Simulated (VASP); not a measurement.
A run of VASP 6.6.1 is set up as follows.

The input INCAR:

```
SYSTEM = Al16H2O
ALGO     = Normal         ! electronic algorithm
EDIFF    = 1E-7           ! SCF threshold, eV
ENCUT    = 520            ! plane-wave cutoff, eV
GGA      = PE             ! functional
ISIF     = 2              ! what is computed and relaxed
ISMEAR   = -1             ! smearing method
IVDW     = 12             ! dispersion correction
LASPH    = .TRUE.         ! aspherical terms in the spheres
LCHARG   = .FALSE.        ! write CHGCAR
LREAL    = Auto         
LWAVE    = .FALSE.        ! write WAVECAR
NBANDS   = 43             ! bands
NELM     = 100            ! most SCF steps
PREC     = Accurate       ! precision mode
SIGMA    = 0.15           ! smearing width, eV
```

The input KPOINTS:

```
k-points
0
G
  3 3 1
  0 0 0
```

Contents of POSCAR:

```
Al16H2O
1.0
    5.7275650000      0.0000000000      0.0000000000
    0.0000000000      5.7275650000      0.0000000000
    0.0000000000      0.0000000000     19.0750000000
Al O H
16 1 2
Direct
    0.2499999564      0.2499999564      0.0524245872
    0.7500000436      0.2499999564      0.0524245872
    0.2499999564      0.7500000436      0.0524245872
    0.7500000436      0.7500000436      0.0524245872
    0.0003378399      0.0019589477      0.1555485190
    0.4999807073      0.0031952496      0.1553087811
    0.0008216406      0.5015314536      0.1555663958
    0.5001106055      0.5015957043      0.1557470511
    0.2508266602      0.2550413657      0.2635564875
    0.7506900402      0.2550570792      0.2630208650
    0.2508607061      0.7567734281      0.2625069987
    0.7509749780      0.7567547466      0.2620156750
    0.0021199236      0.0093142548      0.3687041153
    0.5054854899      0.0056846147      0.3651045872
    0.0001719754      0.5160114289      0.3639309043
    0.5012335958      0.5052628822      0.3656325557
    1.1139625652      0.1813168423      0.5104322412
    1.2539723251      0.2451617747      0.4881943906
    1.0284328506      0.3197737608      0.5251584273
```

Potentials or basis: VASP PAW PBE potentials, release 64 (Al, O, H).

Run with:

```sh
$ cat potpaw_PBE.64/Al/POTCAR potpaw_PBE.64/O/POTCAR potpaw_PBE.64/H/POTCAR > POTCAR
$ mpirun -np 1 vasp_std > vasp.out
```

Question: What does it give for the largest force?

Answer: 0.129 eV/Å.

Question: What does it give for the dispersion energy per atom?

Answer: -0.211 eV.

Forces on the atoms (eV/Å):
```
Al  -0.019  0.013 -0.004
Al   0.026  0.016  0.006
Al  -0.003  0.015  0.019
Al   0.010  0.011  0.025
Al   0.000 -0.003  0.000
Al   0.000 -0.002  0.000
Al  -0.001 -0.002  0.000
Al   0.000 -0.003  0.001
Al   0.001  0.002  0.001
Al   0.001  0.002  0.000
Al   0.002  0.002  0.002
Al   0.003  0.001  0.001
Al   0.004  0.008  0.008
Al   0.002  0.001 -0.003
Al   0.002  0.016 -0.004
Al   0.002 -0.002 -0.001
O   -0.013 -0.094 -0.015
H    0.103 -0.016 -0.061
H   -0.120  0.037  0.027
```

Caveat: the k points lie up to 0.37 Å⁻¹ apart.
